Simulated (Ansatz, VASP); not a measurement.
# One calculation of Si7O16, two programs

```
Si O
1.0
    -4.19290   -4.19290    0.00000
     4.19290   -4.19290    0.00000
     0.00000    0.00000    5.34080
Si O
7 16
Direct
  0.50000 0.50000 0.99783
  0.50000 0.50000 0.50217
  0.00000 0.50000 0.25000
  0.00000 0.00000 0.00049
  0.50000 0.00000 0.25000
  0.00000 0.00000 0.49951
  0.50000 0.00000 0.75000
  0.20671 0.50000 0.01789
  0.00000 0.19328 0.25000
  0.79329 0.50000 0.01789
  0.00000 0.80672 0.25000
  0.20671 0.50000 0.48211
  0.00000 0.18392 0.75000
  0.79329 0.50000 0.48211
  0.00000 0.81608 0.75000
  0.69314 0.00000 0.00162
  0.50000 0.69873 0.25000
  0.30686 0.00000 0.00162
  0.50000 0.30127 0.25000
  0.69314 0.00000 0.49838
  0.50000 0.69574 0.75000
  0.30686 0.00000 0.49838
  0.50000 0.30426 0.75000
```

Alike in both runs: functional PBE; dispersion D3(BJ); k mesh 2 × 2 × 2; occupations fermi-dirac, width 0.05 eV; no spin polarisation.

Ansatz relaxed the structure, and its values are those at the end. VASP's run is a single point on that final structure, the one shown.

|  | VASP | Ansatz |
| --- | --- | --- |
| version | VASP 6.6.1 | Ansatz 0.2.0 |
| potentials or method | VASP PAW PBE potentials, release 64 (Si, O), cutoff 520 eV | scalar-relativistic, plane waves, PAW |
| valence electrons in the cell | 124 | 124 |

Ansatz gave:

```
rms of the force components (eV/Å) : 0.001
```

Task: Which values does VASP return?

Result: rms of the force components (eV/Å): 0.015.

The k mesh is coarse, so the values compare programs but aren't converged.
